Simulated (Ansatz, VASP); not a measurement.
**Two plane-wave programs on SnO2**

```
Sn O
1.0
     5.99595    0.00000    0.00000
    -2.99797    5.19264    0.00000
     0.00000    0.00000    6.56751
Sn O
3 6
Cartesian
  -1.4990 2.5963 2.1892
  1.4990 2.5963 4.3783
  2.9980 0.0000 0.0000
  1.1902 4.1490 5.4729
  2.9980 3.1053 3.2838
  4.1882 1.0437 1.0946
  1.8077 1.0437 5.4729
  0.0000 2.0874 3.2838
  -1.1902 4.1490 1.0946
```

Alike in both runs: functional r2SCAN; k mesh 6 × 6 × 4; occupations gaussian, width 0.1 eV; no spin polarisation.

Ansatz relaxed the structure, and its values are those at the end. VASP's run is a single point on that final structure, the one shown.

|  | VASP | Ansatz |
| --- | --- | --- |
| version | VASP 6.6.1 | Ansatz 0.2.0 |
| potentials or method | VASP PAW PBE potentials, release 64 (Sn_d, O), cutoff 660 eV | scalar-relativistic, plane waves, PAW |
| valence electrons in the cell | 78 | 78 |

```csv
,VASP,Ansatz,Ansatz less VASP
gap on the k mesh at the Fermi level (eV),2.63,2.62,-0.014
least direct gap on the mesh (eV),2.70,2.68,-0.016
pressure (GPa),0.5,0.1,-0.40
rms of the force components (eV/Å),0.014,0.001,-0.0127
```

VASP's potentials were made for PBE, not for r2SCAN.
